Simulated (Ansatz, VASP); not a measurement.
TePb: VASP beside Ansatz

Contents of INCAR:

```
SYSTEM = TePb
ALGO = Normal
EDIFF = 1E-6
ENCUT = 500
GGA_COMPAT = .FALSE.
ISIF = 2
ISMEAR = 0
LASPH = .TRUE.
LCHARG = .FALSE.
LREAL = .FALSE.
LWAVE = .FALSE.
NBANDS = 17
NELM = 120
PREC = Accurate
SIGMA = 0.1
```

The input KPOINTS:

```
k-points
0
G
  4 4 4
  0 0 0
```

Contents of POSCAR:

```
TePb
1.0
    0.0000000000      3.2708968051      3.2708968051
    3.2708968051      0.0000000000      3.2708968051
    3.2708968051      3.2708968051      0.0000000000
Te Pb
1 1
Direct
    0.0000000000      0.0000000000      0.0000000000
    0.5000000000      0.5000000000      0.5000000000
```

Input for Ansatz:

```yaml
crystal:
  lattice:
    - [0.0, 3.2708968051, 3.2708968051]
    - [3.2708968051, 0.0, 3.2708968051]
    - [3.2708968051, 3.2708968051, 0.0]
  atoms:
    - { symbol: Te, position: [0.0, 0.0, 0.0] }
    - { symbol: Pb, position: [0.5, 0.5, 0.5] }
basis: {}
kpoints:
  mp_grid: { grid: [4, 4, 4] }
hamiltonian:
  xc: lda
scf:
  occupations: { method: gaussian, width: 0.1 }
output:
  forces: true
  stress: true
  eigenvalues: true
  dos: {}
```

Alike in both runs: task single point; functional LDA; k mesh 4 × 4 × 4; occupations gaussian, width 0.1 eV; no spin polarisation.

|  | VASP | Ansatz |
| --- | --- | --- |
| version | VASP 6.6.1 | Ansatz 0.2.0 |
| potentials or method | VASP PAW LDA potentials, release 64 (Te, Pb_d) | scalar-relativistic, plane waves, PAW |
| plane-wave cutoff (eV) | 500 | 420 |
| valence electrons in the cell | 20 | 30 |

|  | VASP | Ansatz | Ansatz less VASP |
| --- | --- | --- | --- |
| gap on the k mesh at the Fermi level (eV) | 0.71 | 0.72 | +0.013 |
| least direct gap on the mesh (eV) | 0.71 | 0.72 | +0.013 |
| pressure (GPa) | -3.0 | -3.1 | -0.06 |

LDA's correlation is that of Perdew and Zunger in VASP and of Perdew and Wang (1992) in Ansatz. VASP's potentials hold 20 valence electrons a cell and Ansatz's 30, so a difference there can come from the potentials and not from the codes.

Spin-orbit coupling is off throughout.
